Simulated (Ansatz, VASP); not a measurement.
## KTaO3: VASP beside Ansatz

INCAR

```
SYSTEM = KTaO3
ALGO     = Normal         ! electronic algorithm
EDIFF    = 1E-7           ! SCF threshold, eV
ENCUT    = 520            ! plane-wave cutoff, eV
GGA      = PE             ! functional
ISIF     = 2              ! what is computed and relaxed
ISMEAR   = 0              ! smearing method
LASPH    = .TRUE.         ! aspherical terms in the spheres
LCHARG   = .FALSE.        ! write CHGCAR
LREAL    = .FALSE.        ! projectors in reciprocal space
LWAVE    = .FALSE.        ! write WAVECAR
NBANDS   = 27             ! bands
NELM     = 100            ! most SCF steps
PREC     = Accurate       ! precision mode
SIGMA    = 0.05           ! smearing width, eV
```

File KPOINTS:

```
k-points
0
G
  8 8 8
  0 0 0
```

POSCAR

```
KTaO3
1.0
    3.6891775000      0.0000000000      0.0000000000
    0.0000000000      3.9883000000      0.0000000000
    0.0000000000      0.0000000000      3.9883000000
K Ta O
1 1 3
Direct
    0.5000000000      0.5000000000      0.5000000000
    0.0000000000      0.0000000000      0.0000000000
    0.5000000000      0.0000000000      0.0000000000
    0.0000000000      0.5000000000      0.0000000000
    0.0000000000      0.0000000000      0.5000000000
```

Input for Ansatz:

```yaml
crystal:
  lattice:
    - [3.6891775, 0.0, 0.0]
    - [0.0, 3.9883, 0.0]
    - [0.0, 0.0, 3.9883]
  atoms:
    - { symbol: K, position: [0.5, 0.5, 0.5] }
    - { symbol: Ta, position: [0.0, 0.0, 0.0] }
    - { symbol: O, position: [0.5, 0.0, 0.0] }
    - { symbol: O, position: [0.0, 0.5, 0.0] }
    - { symbol: O, position: [0.0, 0.0, 0.5] }
basis:
  ecutwfc: 420
kpoints:
  mp_grid: { grid: [8, 8, 8] }
hamiltonian:
  xc: pbe
scf:
  occupations: { method: gaussian, width: 0.05 }
output:
  forces: true
  stress: true
  eigenvalues: true
```

Change from the starting cell: strain -0.0750 x Voigt [1, 0, 0, 0, 0, 0], atoms carried along.

Alike in both runs: task single point; functional PBE; k mesh 8 × 8 × 8; occupations gaussian, width 0.05 eV; no spin polarisation.

|  | VASP | Ansatz |
| --- | --- | --- |
| version | VASP 6.6.1 | Ansatz 0.2.0 |
| potentials or method | VASP PAW PBE potentials, release 64 (K_sv, Ta_pv, O), cutoff 520 eV | scalar-relativistic, plane waves, PAW |
| valence electrons in the cell | 38 | 40 |

|  | VASP | Ansatz | Ansatz less VASP |
| --- | --- | --- | --- |
| gap on the k mesh at the Fermi level (eV) | 2.18 | 2.24 | +0.050 |
| least direct gap on the mesh (eV) | 2.66 | 2.71 | +0.047 |
| pressure (GPa) | 29.0 | 27.9 | -1.10 |
| traceless stress, the component that is largest in VASP (GPa) | 30.19 | 29.67 | -0.527 |

The functional is the same, so the differences come from potentials, cutoffs and numerics. VASP's potentials hold 38 valence electrons a cell and Ansatz's 40, so a difference there can come from the potentials and not from the codes.

Spin-orbit coupling is off throughout.
